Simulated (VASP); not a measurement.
A run of VASP 6.6.1 is set up as follows.

INCAR

```
SYSTEM = NbRu3
ALGO     = Normal         ! electronic algorithm
EDIFF    = 1E-6           ! SCF threshold, eV
ENCUT    = 520            ! plane-wave cutoff, eV
GGA      = CA             ! functional
ISIF     = 2              ! what is computed and relaxed
ISMEAR   = 0              ! smearing method
LASPH    = .True.         ! aspherical terms in the spheres
LCHARG   = .False.        ! write CHGCAR
LREAL    = .False.        ! projectors in reciprocal space
LWAVE    = .False.        ! write WAVECAR
NBANDS   = 36             ! bands
NELM     = 80             ! most SCF steps
PREC     = Accurate       ! precision mode
SIGMA    = 0.05           ! smearing width, eV
```

The input KPOINTS:

```
k-points
0
Gamma
  10 10 3
  0 0 0
```

Contents of POSCAR:

```
NbRu3
1.0
    2.7165814112      0.0000000000      0.0000000000
   -1.3582907056      2.3526285136      0.0000000000
    0.0000000000      0.0000000000      8.8233302417
Nb Ru
1 3
Direct
    0.0000000000      0.0000000000      0.5000000000
    0.0000000000      0.0000000000      0.0000000000
    0.3333333333      0.6666666667      0.7660972811
    0.3333333333      0.6666666667      0.2339027189
```

Potentials or basis: VASP PAW LDA potentials, release 64 (Nb_sv, Ru_pv).

The run is started by

```bash
$ cat potpaw_LDA.64/Nb_sv/POTCAR potpaw_LDA.64/Ru_pv/POTCAR > POTCAR
$ mpirun -np 1 vasp_std > vasp.out
```

Question: Estimate the pressure.

Answer: 0.6 GPa.

Question: Estimate the largest force.

Answer: 0.041 eV/Å.

Forces in eV/Å, atoms in the order of the input:
```
Nb   0.000  0.000  0.000
Ru   0.000  0.000  0.000
Ru   0.000  0.000 -0.041
Ru   0.000  0.000  0.041
```
